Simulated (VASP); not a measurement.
# Si4C3 (P6_3/m) in VASP: a series of runs

Runs on Si4C3. Level: PBE. Tasks: relaxation of cell and atoms, single point.

All numbers are computed with VASP 6.6.1; they aren't measurements. Logs are shortened: lines on timing, memory, paths and dates and some standing lists are left out, and cuts for length are marked.

### Step 1. The cell of the first run

It takes space group P6_3/m (No. 176, hexagonal). The conventional cell has a = 8.290 Å, b = 8.290 Å, c = 3.170 Å, α = 90.00°, β = 90.00°, γ = 120.00°. Si (site symmetry -6) has 3 C at 1.89 Å within 2.5 Å. Si (site symmetry m) has 3 C at 1.89 Å within 2.5 Å. C (site symmetry m) has 4 Si at 1.89 Å within 2.5 Å.

### Step 2. Relaxation of cell and atoms, PBE

The input, INCAR:

```
SYSTEM = Si4C3
  ALGO = Normal
  EDIFF = 1E-6
  EDIFFG = -0.08
  ENCUT = 600
  GGA = PE
  IBRION = 2
  ISIF = 3
  ISMEAR = 0
  LASPH = .True.
  LCHARG = .False.
  LREAL = .False.
  LWAVE = .False.
  NELM = 100
  NSW = 36
  PREC = Accurate
  SIGMA = 0.2
```

The input, KPOINTS:

```
k-points
0
Gamma
  3 3 5
  0 0 0
```

The input, POSCAR:

```
Si4C3
1.0
    8.2900000000      0.0000000000      0.0000000000
   -4.1450000000      7.1793506000      0.0000000000
    0.0000000000      0.0000000000      3.1700000000
Si C
8 6
Direct
    0.6666666700      0.3333333300      0.7500000000
    0.3000000000      0.3300000000      0.7500000000
    0.6700000000      0.9700000000      0.7500000000
    0.0300000000      0.7000000000      0.7500000000
    0.3333333300      0.6666666700      0.2500000000
    0.9700000000      0.3000000000      0.2500000000
    0.3300000000      0.0300000000      0.2500000000
    0.7000000000      0.6700000000      0.2500000000
    0.4060000000      0.1740000000      0.7500000000
    0.7680000000      0.5940000000      0.7500000000
    0.8260000000      0.2320000000      0.7500000000
    0.2320000000      0.4060000000      0.2500000000
    0.1740000000      0.7680000000      0.2500000000
    0.5940000000      0.8260000000      0.2500000000
```

Potentials or basis: VASP PAW PBE potentials, release 64 (Si, C).

Run with:

```console
$ cat potpaw_PBE.64/Si/POTCAR potpaw_PBE.64/C/POTCAR > POTCAR
$ mpirun -np 1 vasp_std > vasp.out
```

OUTCAR:

```text
SYSTEM = Si4C3
   EDIFF = 1E-6
   EDIFFG = -0.08
   ENCUT = 600
   GGA = PE
   IBRION = 2
   ISIF = 3
   ISMEAR = 0
   LASPH = .True.
   LREAL = .False.
   NELM = 100
   NSW = 36
   PREC = Accurate

 ion  position               nearest neighbor table
   1  0.667  0.333  0.750-  11 1.89   9 1.89  10 1.89   3 3.03   4 3.03   2 3.03   6 3.10   6 3.10
                             7 3.10   7 3.10   8 3.10   8 3.10
   2  0.300  0.330  0.750-   9 1.89  12 1.89  12 1.89   1 3.03   6 3.06   6 3.06   7 3.06   7 3.06
                             5 3.10   5 3.10
   3  0.670  0.970  0.750-  11 1.89  14 1.89  14 1.89   1 3.03   8 3.06   8 3.06   6 3.06   6 3.06
                             5 3.10   5 3.10
   4  0.030  0.700  0.750-  10 1.89  13 1.89  13 1.89   1 3.03   8 3.06   8 3.06   7 3.06   7 3.06
                             5 3.10   5 3.10
   5  0.333  0.667  0.250-  13 1.89  14 1.89  12 1.89   7 3.03   6 3.03   8 3.03   4 3.10   4 3.10
                             3 3.10   3 3.10   2 3.10   2 3.10
   6  0.970  0.300  0.250-  12 1.89  11 1.89  11 1.89   5 3.03   2 3.06   2 3.06   3 3.06   3 3.06
                             1 3.10   1 3.10
   7  0.330  0.030  0.250-  13 1.89   9 1.89   9 1.89   5 3.03   2 3.06   2 3.06   4 3.06   4 3.06
                             1 3.10   1 3.10
   8  0.700  0.670  0.250-  14 1.89  10 1.89  10 1.89   5 3.03   4 3.06   4 3.06   3 3.06   3 3.06
                             1 3.10   1 3.10
   9  0.406  0.174  0.750-   1 1.89   2 1.89   7 1.89   7 1.89
  10  0.768  0.594  0.750-   1 1.89   4 1.89   8 1.89   8 1.89
  11  0.826  0.232  0.750-   1 1.89   3 1.89   6 1.89   6 1.89
  12  0.232  0.406  0.250-   5 1.89   6 1.89   2 1.89   2 1.89
  13  0.174  0.768  0.250-   5 1.89   7 1.89   4 1.89   4 1.89
  14  0.594  0.826  0.250-   5 1.89   8 1.89   3 1.89   3 1.89

  LATTYP: Found a hexagonal cell.
 ALAT       =     8.2900000000
 C/A-ratio  =     0.3823884198

  Lattice vectors:

 A1 = (   8.2900000000,   0.0000000000,   0.0000000000)
 A2 = (  -4.1450000000,   7.1793506000,   0.0000000000)
 A3 = (   0.0000000000,   0.0000000000,   3.1700000000)

Analysis of symmetry for initial positions (statically):
=====================================================================
 Subroutine PRICEL returns:
 Original cell was already a primitive cell.

 Routine SETGRP: Setting up the symmetry group for a
 hexagonal supercell.

 Subroutine GETGRP returns: Found 12 space group operations
 (whereof  6 operations were pure point group operations)
 out of a pool of 24 trial point group operations.

The static configuration has the point symmetry S_6 .
 The point group associated with its full space group is C_6h.

Analysis of symmetry for dynamics (positions and initial velocities):
=====================================================================
 Subroutine PRICEL returns:
[... 127 lines left out ...]
   TEBEG  =    0.0;   TEEND  =   0.0 temperature during run
   PSTRESS=    0.0 pullay stress
   NELECT =      56.0000    total number of electrons
   NUPDOWN=      -1.0000    fix difference up-down
   EMIN   =  10.00;   EMAX   =-10.00  energy-range for DOS
   EFERMI =   0.00;   METHOD = LEGACY
   ISMEAR =     0;   SIGMA  =   0.20  broadening in eV -4-tet -1-fermi 0-gaus
   EFERMI_NEDOS =   21; number of points for ismear=-14 and -15
   IALGO  =     38    algorithm
   IMIX   =      4    mixing-type and parameters
     AMIX     =   0.40;   BMIX     =  1.00
     AMIX_MAG =   1.60;   BMIX_MAG =  1.00
  volume/ion in A,a.u.               =      13.48        90.94
  Fermi-wavevector in a.u.,A,eV,Ry     =   1.092038  2.063653 16.225595  1.192548
  Thomas-Fermi vector in A             =   2.228296
   LORBIT       =      0    0 simple, 1 ext, 2 COOP (PROOUT), +10 PAW based schemes
   GGA     = PE    functional components
   LHFCALC =     F    Hartree Fock is set to
   AEXX    =    0.0000 exact exchange contribution
   IVDW    =     0    specifies the selected vdW correction
   LEPSILON=     F    determine dielectric tensor
   LRPA    =     F    only Hartree local field effects (RPA)
 conjugate gradient relaxation of ions
 non-spin polarized calculation
 Gauss-broadening in eV      SIGMA  =   0.20
  energy-cutoff  :      600.00
  volume of cell :      188.67
 maximum number of plane-waves:      6313
 NGX is ok and might be reduce to    70
   NGX = 33   NGY = 33   NGZ = 13

--------------------------------------- Ionic step        1  -------------------------------------------

 number of electron      56.0000001 magnetization

 Free energy of the ion-electron system (eV)
  ---------------------------------------------------
  ext. energy  EPLUGINS =         0.00000000
  ---------------------------------------------------
  free energy    TOTEN  =       -90.05993202 eV

  energy without entropy =      -89.91615531  energy(sigma->0) =      -89.98804366

------------------------ aborting loop because EDIFF is reached ----------------------------------------

  FORCE on cell =-STRESS in cart. coord.  units (eV):
  Direction    XX          YY          ZZ          XY          YZ          ZX
  --------------------------------------------------------------------------------------
  -------------------------------------------------------------------------------------
  Total       -1.0963468     -1.0963468     -9.1786650      0.0000004      0.0000000     -0.0000000
  in kB       -9.3102125     -9.3102125    -77.9455180      0.0000037      0.0000000     -0.0000000
  external PRESSURE =     -32.1886477 kB  Pullay stress =       0.0000000 kB
[... 125 lines left out ...]
  FREE ENERGIE OF THE ION-ELECTRON SYSTEM (eV)
  ---------------------------------------------------
  free  energy   TOTEN  =       -90.7916414566 eV

  energy  without entropy=      -90.6574176913  energy(sigma->0) =      -90.72452957

[... ionic steps 4 to 15 ...]

--------------------------------------- Ionic step       16  -------------------------------------------

 number of electron      56.0000000 magnetization

------------------------ aborting loop because EDIFF is reached ----------------------------------------
[... 91 lines left out ...]
--------------------------------------- Ionic step       18  -------------------------------------------

 number of electron      56.0000001 magnetization

 Free energy of the ion-electron system (eV)
  ---------------------------------------------------
  ext. energy  EPLUGINS =         0.00000000
  ---------------------------------------------------
  free energy    TOTEN  =       -94.22066333 eV

  energy without entropy =      -94.17182042  energy(sigma->0) =      -94.19624187

 E-fermi :   7.4321     XC(G=0): -10.3236

 val. band max:        7.4239448445   @ k =   0.3333   0.0000   0.4000
 cond. band min:       7.4615304442   @ k =   0.0000   0.0000   0.0000
 fundamental gap:      0.0375855997
 Fermi energy:         7.4320549854

 k-point     1 :       0.0000    0.0000    0.0000
  band No.  band energies     occupation
      1      -8.5617      2.00000
      2      -6.9238      2.00000
      3      -6.5593      2.00000
      4      -6.5593      2.00000
      5      -6.3396      2.00000
      6      -6.3396      2.00000
[... 381 lines left out ...]
  FREE ENERGIE OF THE ION-ELECTRON SYSTEM (eV)
  ---------------------------------------------------
  free  energy   TOTEN  =       -94.2206633298 eV

  energy  without entropy=      -94.1718204190  energy(sigma->0) =      -94.19624187

 reached required accuracy - stopping structural energy minimisation
```

CONTCAR:

```text
Si4C3
   1.00000000000000
     8.2783396945478849   -0.0000000917700252   -0.0000000000000000
    -4.1391697677987702    7.1692525251267742    0.0000000000000000
    -0.0000000000000000   -0.0000000000000000    2.9971517376387546
  Si              C
     8     6
Direct
     0.6666666699999979    0.3333333300000021    0.7500000000000000
[... 17 lines left out ...]
  0.00000000E+00  0.00000000E+00  0.00000000E+00
  0.00000000E+00  0.00000000E+00  0.00000000E+00
  0.00000000E+00  0.00000000E+00  0.00000000E+00
  0.00000000E+00  0.00000000E+00  0.00000000E+00
  0.00000000E+00  0.00000000E+00  0.00000000E+00
  0.00000000E+00  0.00000000E+00  0.00000000E+00
  0.00000000E+00  0.00000000E+00  0.00000000E+00
  0.00000000E+00  0.00000000E+00  0.00000000E+00
  0.00000000E+00  0.00000000E+00  0.00000000E+00
  0.00000000E+00  0.00000000E+00  0.00000000E+00
  0.00000000E+00  0.00000000E+00  0.00000000E+00
```

Wall time 13 min (1 thread of AMD EPYC 9R45 (Zen 5), shared host); peak memory 0.37 GiB.

What came out:

```yaml
Free_energy: -94.2207 eV
Relaxed_volume: 12.71 Å³/atom
Relaxed_cell: a = 8.278 Å, b = 8.278 Å, c = 2.997 Å, α = 90.00°, β = 90.00°, γ = 120.00°
Space_group_after_relaxing_to_0.05_Å: P6_3/m (No. 176)
Energy_gained_by_relaxing: 297.2 meV/atom
Ionic_steps: 18
Pressure_after_relaxing: 0.0 GPa
Largest_force_after_relaxing: 0.046 eV/Å
Band_gap_on_the_k_mesh: zero (band 28 reaches 8.87 eV, above the bottom of band 29 at 6.74 eV)
```

Forces in eV/Å, atoms in the order of the input:
```
Si   0.000  0.000  0.000
Si   0.037 -0.028  0.000
Si   0.006  0.045  0.000
Si  -0.042 -0.018  0.000
Si   0.000  0.000  0.000
Si   0.042  0.018  0.000
Si  -0.006 -0.045  0.000
Si  -0.037  0.028  0.000
C    0.007 -0.029  0.000
C   -0.028  0.009  0.000
C    0.021  0.020  0.000
C    0.028 -0.009  0.000
C   -0.021 -0.020  0.000
C   -0.007  0.029  0.000
```

Stress tensor (GPa, compression positive):
```
-0.09  0.00  0.00
 0.00 -0.09  0.00
 0.00  0.00  0.24
```

Step by step:
```tsv
step	energy change (eV)	largest force (eV/Å)	pressure (GPa)	volume (Å³)
1	0.0000	0.8282	-3.22	188.67
2	-0.5488	1.5076	3.10	181.32
3	-0.7317	2.4237	12.99	172.18
4	-0.8158	2.4761	13.51	171.65
5	-1.0398	2.5367	15.03	170.07
6	-1.2763	2.4250	17.99	166.91
7	-1.6752	2.2440	15.48	168.30
8	-2.5524	1.8566	8.63	172.53
9	-2.9175	2.5047	-2.07	181.19
10	-2.9967	2.0038	0.63	178.66
11	-3.2704	1.6498	-0.72	179.63
12	-3.7170	1.0682	-4.04	182.55
13	-3.7567	1.0547	-5.01	183.62
14	-3.9222	0.8736	-3.30	181.34
15	-4.0764	0.3647	1.18	176.35
16	-4.1167	0.2104	0.97	176.63
17	-4.1511	0.2329	0.54	177.22
18	-4.1607	0.0459	0.02	177.88
```

Final structure:
```xyz
14
Lattice="8.2783 0.0000 0.0000 -4.1392 7.1693 0.0000 0.0000 0.0000 2.9972" Properties=species:S:1:pos:R:3 pbc="T T T"
Si    4.1392    2.3898    2.2479
Si    1.2402    2.7293    2.2479
Si    1.1555    6.8787    2.2479
Si   -2.3957    4.7306    2.2479
Si    0.0000    4.7795    0.7493
Si    6.5348    2.4387    0.7493
Si    2.9837    0.2906    0.7493
Si    2.8990    4.4400    0.7493
C     2.5342    1.3538    2.2479
C     4.0445    4.2977    2.2479
C     5.8388    1.5178    2.2479
C     0.0947    2.8716    0.7493
C    -1.6997    5.6514    0.7493
C     1.6050    5.8155    0.7493
```

Caveat: the k points lie up to 0.42 Å⁻¹ apart in the final cell; the relaxation stopped at a loose force limit of 0.08 eV/Å, so its end isn't a converged minimum.

### Step 3. Single point, PBE

This run uses another cell than the first one, of 12.72 Å³/atom, 0.944 times its volume.

The input, INCAR:

```
  PREC = Accurate
  ENCUT = 520
  EDIFF = 1E-6
  ISMEAR = 0
  SIGMA = 0.1
  LREAL = False
  LASPH = True
  NELM = 60
  ALGO = Normal
  ISIF = 2
  LWAVE = False
  LCHARG = False
  GGA = PE
  NBANDS = 41
```

The input, KPOINTS:

```
regular mesh
0
Gamma
  6 6 10
```

The input, POSCAR:

```
Si4C3
1.0
    8.2790699577      0.0000000000      0.0000000000
   -4.1395349788      7.1698849031      0.0000000000
    0.0000000000      0.0000000000      2.9998699397
Si C
8 6
Direct
    0.6666666667      0.3333333333      0.7500000000
    0.3403862534      0.3801331532      0.7500000000
    0.6198668468      0.9602531002      0.7500000000
    0.0397468998      0.6596137466      0.7500000000
    0.3333333333      0.6666666667      0.2500000000
    0.9602531002      0.3403862534      0.2500000000
    0.3801331532      0.0397468998      0.2500000000
    0.6596137466      0.6198668468      0.2500000000
    0.4003104425      0.1881775741      0.7500000000
    0.7878671316      0.5996895575      0.7500000000
    0.8118224259      0.2121328684      0.7500000000
    0.2121328684      0.4003104425      0.2500000000
    0.1881775741      0.7878671316      0.2500000000
    0.5996895575      0.8118224259      0.2500000000
```

Potentials or basis: VASP PAW PBE potentials, release 64 (Si, C).

Run with:

```console
$ cat potpaw_PBE.64/Si/POTCAR potpaw_PBE.64/C/POTCAR > POTCAR
$ mpirun -np 1 vasp_std > vasp.out
```

It took 4.6 min on 1 thread of AMD EPYC 9R45 (Zen 5), shared host; peak memory 0.41 GiB.

Results (log left out):

```yaml
Free_energy: -94.1600 eV
Pressure: 0.0 GPa
Largest_force: 0.011 eV/Å
Band_gap_on_the_k_mesh: zero (band 28 reaches 9.06 eV, above the bottom of band 29 at 6.54 eV)
```

Forces in eV/Å, atoms in the order of the input:
```
Si   0.000  0.000  0.000
Si  -0.004 -0.010  0.000
Si   0.011  0.001  0.000
Si  -0.006  0.009  0.000
Si   0.000  0.000  0.000
Si   0.006 -0.009  0.000
Si  -0.011 -0.001  0.000
Si   0.004  0.010  0.000
C   -0.002 -0.005  0.000
C   -0.004  0.004  0.000
C    0.006  0.001  0.000
C    0.004 -0.004  0.000
C   -0.006 -0.001  0.000
C    0.002  0.005  0.000
```

Levels at points of the mesh, in eV from the Fermi level:
| k point | band 25 | band 26 | band 27 | band 28 | band 29 | band 30 |
| --- | --- | --- | --- | --- | --- | --- |
| (0.00, 0.00, 0.00) | -1.80 | 0.05 | 0.05 | 0.55 | 1.75 | 2.73 |
| (0.50, 0.00, 0.00) | -1.65 | -1.42 | -0.74 | 1.32 | 1.59 | 2.49 |
| (0.00, 0.00, 0.50) | -1.54 | -1.54 | -0.86 | -0.86 | -0.86 | -0.86 |
| (0.50, 0.00, 0.50) | -1.74 | -1.74 | -1.49 | -1.49 | -0.40 | -0.40 |
